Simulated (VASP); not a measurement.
# BN (Fmm2) in VASP: further runs, part 2 of 2

VASP 6.6.1.

## (3) Single point, r2SCAN

The input, POSCAR:

```
BN
1.0
    0.0000000000      3.2928550384      2.1632762179
    1.2509583998      0.0000000000      2.1632762179
    1.2509583998      3.2928550384      0.0000000000
B N
1 1
Direct
    0.0001138443      0.0001138443      0.9998861557
    0.6665861457      0.6665861457      0.3334138543
```

The input, INCAR.step1:

```
SYSTEM = BN
ALGO = Normal ; EDIFF = 1E-4
ENCUT = 520 ; GGA = PE
ISMEAR = 0 ; LASPH = .TRUE.
LCHARG = .FALSE. ; LREAL = .FALSE.
LWAVE = .TRUE. ; NBANDS = 11
NELM = 80 ; PREC = Accurate
SIGMA = 0.01
```

The input, INCAR.step2:

```
SYSTEM = BN
ALGO = Normal ; EDIFF = 1E-7
ENCUT = 520 ; ISIF = 2
ISMEAR = 0 ; ISTART = 1
LASPH = .TRUE. ; LCHARG = .FALSE.
LMIXTAU = .TRUE. ; LREAL = .FALSE.
LWAVE = .FALSE. ; METAGGA = R2SCAN
NBANDS = 11 ; NELM = 80
PREC = Accurate ; SIGMA = 0.01
```

The input, KPOINTS:

```
k-points
0
G
  12 12 12
  0 0 0
```

Potentials or basis: VASP PAW PBE potentials, release 64 (B, N).

On the command line:

```bash
$ cat potpaw_PBE.64/B/POTCAR potpaw_PBE.64/N/POTCAR > POTCAR
$ cp INCAR.step1 INCAR
$ mpirun -np 1 vasp_std > vasp.out
$ cp INCAR.step2 INCAR
$ mpirun -np 1 vasp_std > vasp.out
```

OUTCAR:

```text
SYSTEM = BN
   EDIFF = 1E-7
   ENCUT = 520
   ISIF = 2
   ISMEAR = 0
   ISTART = 1
   LASPH = .TRUE.
   LREAL = .FALSE.
   METAGGA = R2SCAN
   NELM = 80
   PREC = Accurate

 ion  position               nearest neighbor table
   1  0.000  0.000  1.000-   2 1.44   2 1.44   2 1.44
   2  0.667  0.667  0.333-   1 1.44   1 1.44   1 1.44

  LATTYP: Found a face centered orthorhombic cell.
 ALAT       =     2.5019167996
 B/A-ratio  =     1.7292950895
 C/A-ratio  =     2.6322658203

  Lattice vectors:

 A1 = (  -0.0000000000,   3.2928550384,   2.1632762179)
 A2 = (  -1.2509583998,   3.2928550384,   0.0000000000)
 A3 = (  -1.2509583998,   0.0000000000,   2.1632762179)

Analysis of symmetry for initial positions (statically):
=====================================================================
 Subroutine PRICEL returns:
 Original cell was already a primitive cell.

 Routine SETGRP: Setting up the symmetry group for a
 face centered orthorhombic supercell.

 Subroutine GETGRP returns: Found  4 space group operations
 (whereof  4 operations were pure point group operations)
 out of a pool of  8 trial point group operations.

The static configuration has the point symmetry C_2v.

Analysis of symmetry for dynamics (positions and initial velocities):
=====================================================================
 Subroutine PRICEL returns:
 Original cell was already a primitive cell.

 Routine SETGRP: Setting up the symmetry group for a
 face centered orthorhombic supercell.

 Subroutine GETGRP returns: Found  4 space group operations
 (whereof  4 operations were pure point group operations)
 out of a pool of  8 trial point group operations.

The dynamic configuration has the point symmetry C_2v.

 Subroutine INISYM returns: Found  4 space group operations
 (whereof  4 operations are pure point group operations),
 and found     1 'primitive' translations

----------------------------------------------------------------------------------------

                                     Primitive cell

  volume of cell :      17.8220

  direct lattice vectors                    reciprocal lattice vectors
     0.000000000  3.292855038  2.163276218    -0.399693547  0.151843915  0.231130910
     1.250958400  0.000000000  2.163276218     0.399693547 -0.151843915  0.231130910
     1.250958400  3.292855038  0.000000000     0.399693547  0.151843915 -0.231130910

  length of vectors
     3.939880493  2.498931954  3.522469478     0.486038068  0.486038068  0.486038068

  position of ions in fractional coordinates (direct lattice)
     0.000113844  0.000113844  0.999886156
     0.666586146  0.666586146  0.333413854

  ion indices of the primitive-cell ions
   primitive index   ion index
                 1           1
                 2           2

----------------------------------------------------------------------------------------

 KPOINTS: k-points

Automatic generation of k-mesh.
 Grid dimensions read from file:
 generate k-points for:   12   12   12

 Generating k-lattice:

  Cartesian coordinates                     Fractional coordinates (reciprocal lattice)
    -0.033307796  0.012653660  0.019260909     0.083333333  0.000000000  0.000000000
     0.033307796 -0.012653660  0.019260909     0.000000000  0.083333333  0.000000000
     0.033307796  0.012653660 -0.019260909     0.000000000  0.000000000  0.083333333

  Length of vectors
     0.040503172  0.040503172  0.040503172

  Shift w.r.t. Gamma in fractional coordinates (k-lattice)
     0.000000000  0.000000000  0.000000000

 Subroutine IBZKPT returns following result:
 ===========================================

 Found    280 irreducible k-points:

 Following reciprocal coordinates:
            Coordinates               Weight
  0.000000  0.000000  0.000000      1.000000
  0.083333  0.000000  0.000000      8.000000
  0.166667  0.000000  0.000000      8.000000
  0.250000  0.000000  0.000000      8.000000
  0.333333  0.000000  0.000000      8.000000
  0.416667  0.000000  0.000000      8.000000
[... 16 lines left out ...]
  0.500000  0.166667 -0.000000      8.000000
 -0.416667  0.166667  0.000000      8.000000
 [... further k-points ...]
   k-points           NKPTS =    280   k-points in BZ     NKDIM =    280   number of bands    NBANDS=     11
   number of dos      NEDOS =    301   number of ions     NIONS =      2
   total plane-waves  NPLWV =  16800
   dimension x,y,z NGX =    30 NGY =   20 NGZ =   28
   dimension x,y,z NGXF=    60 NGYF=   40 NGZF=   56
   ions per type =               1   1
   NGX,Y,Z   is equivalent  to a cutoff of  12.66, 13.31, 13.21 a.u.
   NGXF,Y,Z  is equivalent  to a cutoff of  25.32, 26.61, 26.43 a.u.
 SYSTEM =  BN
   PREC   = accura    normal or accurate (medium, high low for compatibility)
   ISTART =      1    job   : 0-new  1-cont  2-samecut
   ICHARG =      0    charge: 1-file 2-atom 10-const
   ISPIN  =      1    spin polarized calculation?
   LNONCOLLINEAR =      F non collinear calculations
   LSORBIT =      F    spin-orbit coupling
   LASPH  =      T    aspherical Exc in radial PAW
   ENCUT  =  520.0 eV  38.22 Ry    6.18 a.u.   7.33  4.65  6.55*2*pi/ulx,y,z
   NELM   =     80;   NELMIN=  2; NELMDL=  0     # of ELM steps
   EDIFF  = 0.1E-06   stopping-criterion for ELM
   LREAL  =      F    real-space projection
   EDIFFG = 0.1E-05   stopping-criterion for IOM
   NSW    =      0    number of steps for IOM
   IBRION =     -1    ionic relax: 0-MD 1-quasi-New 2-CG
   NFREE  =      0    steps in history (QN), initial steepest desc. (CG)
   ISIF   =      2    stress and relaxation
   ISYM   =      2    0-nonsym 1-usesym 2-fastsym
   POTIM  = 0.5000    time-step for ionic-motion
   TEBEG  =    0.0;   TEEND  =   0.0 temperature during run
   PSTRESS=    0.0 pullay stress
   NELECT =       8.0000    total number of electrons
   NUPDOWN=      -1.0000    fix difference up-down
   EMIN   =  10.00;   EMAX   =-10.00  energy-range for DOS
   EFERMI =   0.00;   METHOD = LEGACY
   ISMEAR =     0;   SIGMA  =   0.01  broadening in eV -4-tet -1-fermi 0-gaus
   EFERMI_NEDOS =   21; number of points for ismear=-14 and -15
   IALGO  =     38    algorithm
   IMIX   =      4    mixing-type and parameters
     AMIX     =   0.40;   BMIX     =  1.00
     AMIX_MAG =   1.60;   BMIX_MAG =  1.00
  volume/ion in A,a.u.               =       8.91        60.13
  Fermi-wavevector in a.u.,A,eV,Ry     =   1.253485  2.368742 21.377796  1.571224
  Thomas-Fermi vector in A             =   2.387335
   LORBIT       =      0    0 simple, 1 ext, 2 COOP (PROOUT), +10 PAW based schemes
   METAGGA = R2SCAN    functional components
   LHFCALC =     F    Hartree Fock is set to
   AEXX    =    0.0000 exact exchange contribution
   IVDW    =     0    specifies the selected vdW correction
   LEPSILON=     F    determine dielectric tensor
   LRPA    =     F    only Hartree local field effects (RPA)
 non-spin polarized calculation
 Gauss-broadening in eV      SIGMA  =   0.01
  energy-cutoff  :      520.00
  volume of cell :       17.82
 maximum number of plane-waves:       501
 NGX is ok and might be reduce to    30
   NGX = 15   NGY =  9   NGZ = 13

 number of electron       8.0000000 magnetization

 Free energy of the ion-electron system (eV)
  ---------------------------------------------------
  ext. energy  EPLUGINS =         0.00000000
  ---------------------------------------------------
  free energy    TOTEN  =       -19.29087798 eV

  energy without entropy =      -19.29087798  energy(sigma->0) =      -19.29087798

 E-fermi :   2.3481     XC(G=0): -10.8070

 val. band max:        2.2612369574   @ k =   0.4167  -0.4167   0.0833
 cond. band min:       6.3423533704   @ k =   0.0000   0.5000   0.5000
 fundamental gap:      4.0811164130
 Fermi energy:         2.3480635114

 k-point     1 :       0.0000    0.0000    0.0000
  band No.  band energies     occupation
      1     -16.7321      2.00000
      2      -2.0726      2.00000
      3       0.7750      2.00000
      4       0.7803      2.00000
      5       7.7871      0.00000
      6      14.4779      0.00000
      7      14.5903      0.00000
      8      16.6399      0.00000
      9      17.8994      0.00000
     10      29.4406      0.00000
     11      31.6198      0.00000
[... 309 lines left out ...]
 k-point    24 :      -0.4167    0.1667    0.0000
  band No.  band energies     occupation
      1     -13.1391      2.00000
      2      -6.8139      2.00000
      3      -3.5860      2.00000
      4       1.5562      2.00000
      5       7.5791      0.00000
      6      14.5275      0.00000
      7      16.6218      0.00000
      8      18.7178      0.00000
      9      22.2111      0.00000
     10      24.4206      0.00000
     11      26.5043      0.00000

 [... further k-points ...]
[... 5 lines left out ...]
  --------------------------------------------------------------------------------------
  -------------------------------------------------------------------------------------
  Total        0.1058157      0.1454442      0.1053923      0.0000000      0.0000000      0.0000000
  in kB        9.5126895     13.0752352      9.4746208      0.0000000      0.0000000      0.0000000
  external PRESSURE =      10.6875151 kB  Pullay stress =       0.0000000 kB

 VOLUME and BASIS-vectors are now :
 -----------------------------------------------------------------------------
  energy-cutoff  :      520.00
  volume of cell :       17.82
      direct lattice vectors                 reciprocal lattice vectors
     0.000000000  3.292855038  2.163276218    -0.399693547  0.151843915  0.231130910
     1.250958400  0.000000000  2.163276218     0.399693547 -0.151843915  0.231130910
     1.250958400  3.292855038  0.000000000     0.399693547  0.151843915 -0.231130910

 POSITION                                       TOTAL-FORCE (eV/Angst)
 -----------------------------------------------------------------------------------
      1.25096      3.29286      0.00049         0.000000      0.000000      0.001458
      1.25096      3.29286      2.88402         0.000000      0.000000     -0.001458
 -----------------------------------------------------------------------------------
    total drift:                                0.000013     -0.000005     -0.000003

  FREE ENERGIE OF THE ION-ELECTRON SYSTEM (eV)
  ---------------------------------------------------
  free  energy   TOTEN  =       -19.2908779757 eV

  energy  without entropy=      -19.2908779757  energy(sigma->0) =      -19.29087798
```

Wall time 4.4 min (1 thread of Intel Xeon Platinum 8559C (Emerald Rapids), shared host); peak memory 0.18 GiB.

What came out:

```yaml
Free_energy: -19.2909 eV
Pressure: 1.1 GPa
Band_gap_on_the_k_mesh: 4.08 eV, indirect (least direct gap 5.21 eV)
```

Caveat: the PAW data sets were made with another functional, which shifts forces and pressure a little.

## (4) Relaxation of cell and atoms, PBE+D4

This run uses another cell than the first one, of 9.08 Å³/atom, 1.019 times its volume.

The input, INCAR:

```
SYSTEM = BN
PREC = Accurate
ENCUT = 600
EDIFF = 1E-6
ISMEAR = -1
SIGMA = 0.02
LREAL = .False.
LASPH = .True.
NELM = 80
ALGO = Normal
ISIF = 3
LWAVE = .False.
LCHARG = .False.
GGA = PE
IVDW = 13
IBRION = 2
NSW = 80
EDIFFG = -0.005
```

The input, KPOINTS:

```
Automatic mesh
0
Gamma
  10 10 10
  0 0 0
```

The input, POSCAR:

```
BN
1.0
    0.0000000000      3.3393983313      2.1688414181
    1.2538485156      0.0000000000      2.1688414181
    1.2538485156      3.3393983313      0.0000000000
B N
1 1
Direct
    0.0001069422      0.0001069422      0.9998930578
    0.6665930478      0.6665930478      0.3334069522
```

On the command line:

```bash
$ cat potpaw_PBE.64/B/POTCAR potpaw_PBE.64/N/POTCAR > POTCAR
$ mpirun -np 1 vasp_std > vasp.out
```

Run time: 1.9 min. Hardware: 1 thread of Intel Xeon Platinum 8559C (Emerald Rapids), shared host; peak memory 0.16 GiB.

Results (log left out):

```yaml
Free_energy: -17.8983 eV
Relaxed_volume: 8.92 Å³/atom
Relaxed_cell: a = 3.932 Å, b = 2.505 Å, c = 3.511 Å, α = 79.70°, β = 38.83°, γ = 61.47°
Space_group_after_relaxing_to_0.05_Å: Fmm2 (No. 42)
Energy_gained_by_relaxing: 0.3 meV/atom
Ionic_steps: 12
Pressure_after_relaxing: 0.0 GPa
Band_gap_on_the_k_mesh: 3.54 eV, indirect (least direct gap 4.65 eV)
Dispersion_energy_per_atom: -0.163 eV
```

The path:
```tsv
step	energy change (eV)	largest force (eV/Å)	pressure (GPa)	volume (Å³)
1	0.0000	0.0001	-0.04	18.16
2	-0.0001	0.0004	-0.45	18.16
3	-0.0001	0.0005	-0.59	18.15
4	-0.0001	0.0002	-0.57	18.14
5	-0.0002	0.0006	-0.49	18.11
6	-0.0004	0.0022	-0.35	18.03
7	-0.0006	0.0056	-0.11	17.88
8	-0.0006	0.0069	0.02	17.83
9	-0.0006	0.0065	-0.03	17.85
10	-0.0006	0.0066	-0.02	17.84
11	-0.0006	0.0102	0.03	17.84
12	-0.0006	0.0017	-0.01	17.84
```

Final structure:
```xyz
2
Lattice="0.0000 3.2792 2.1690 1.2541 0.0000 2.1690 1.2541 3.2792 0.0000" Properties=species:S:1:pos:R:3 pbc="T T T"
B     1.2541    3.2792    0.0005
N     1.2541    3.2792    2.8916
```

Levels at points of the mesh, in eV from the valence-band top:
```
           k point  band 1  band 2  band 3  band 4  band 5  band 6  band 7  band 8
(0.00, 0.00, 0.00)  -17.96   -4.17   -1.48   -1.47    5.15   11.39   11.51   12.99
(0.50, 0.00, 0.00)  -14.73   -9.03   -4.26   -1.07    4.52    9.75   13.59   16.32
(0.50, 0.50, 0.00)  -14.80   -9.18   -4.25   -0.36    6.04    9.33   12.36   14.09
(0.50, 0.00, 0.50)  -17.64   -6.41   -1.52   -1.46   10.21   11.33   11.43   12.19
(0.00, 0.50, 0.50)  -14.62   -8.87   -4.33   -1.71    3.54    9.73   14.91   19.04
```

## (5) Overview

```csv
task,level,potentials or basis,cell,k mesh,cutoff (eV),smearing,gap on the mesh (eV),pressure (GPa)
single point,LDA,"VASP PAW LDA potentials, release 64 (B, N)","a = 3.940, b = 2.499, c = 3.522 Å, angles 79.8, 38.6, 61.6°, 2 atoms",12 × 12 × 12,520,gaussian 0.01 eV,3.38,-3.0
single point,r2SCAN,"VASP PAW PBE potentials, release 64 (B, N)","a = 3.940, b = 2.499, c = 3.522 Å, angles 79.8, 38.6, 61.6°, 2 atoms",12 × 12 × 12,520,gaussian 0.01 eV,4.08,1.1
relaxation of cell and atoms,PBE+D4,"VASP PAW PBE potentials, release 64 (B, N)","relaxed from a = 3.982, b = 2.505, c = 3.567 Å, angles 79.9, 38.3, 61.9°, 2 atoms",10 × 10 × 10,600,fermi-dirac 0.02 eV,3.54,0.0
```

Alike in all rows: no spin polarisation.

Caveats: the PAW data sets were made with another functional, which shifts forces and pressure a little (some runs).

Total energies depend on the potentials used, so only differences within one code and one set of settings carry meaning.
